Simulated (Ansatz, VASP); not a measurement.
One calculation of Sn, two programs

```
Sn
1.0
    -2.89942    2.90080    1.55817
     2.90080   -2.89942    1.55817
     2.89858    2.89858   -1.55564
Sn
2
Direct
  0.00002 0.99998 0.00000
  0.74998 0.25002 0.50000
```

Alike in both runs: task single point; functional LDA; k mesh 11 × 11 × 8; occupations methfessel-paxton of order 1, width 0.3 eV; no spin polarisation.

```csv
,VASP,Ansatz
version,VASP 6.6.1,Ansatz 0.2.0
potentials or method,"VASP PAW LDA potentials, release 64 (Sn_d), cutoff 520 eV","plane waves (420 eV) with PAW, scalar-relativistic"
valence electrons in the cell,28,28
```

VASP gave:

* pressure (GPa): 0.0

**Question.** Estimate Ansatz's values.

**Answer.** Pressure (GPa): -0.1.

Ansatz warns that its potentials were made for another functional, while VASP's fit it. LDA's correlation is that of Perdew and Zunger in VASP and of Perdew and Wang (1992) in Ansatz.
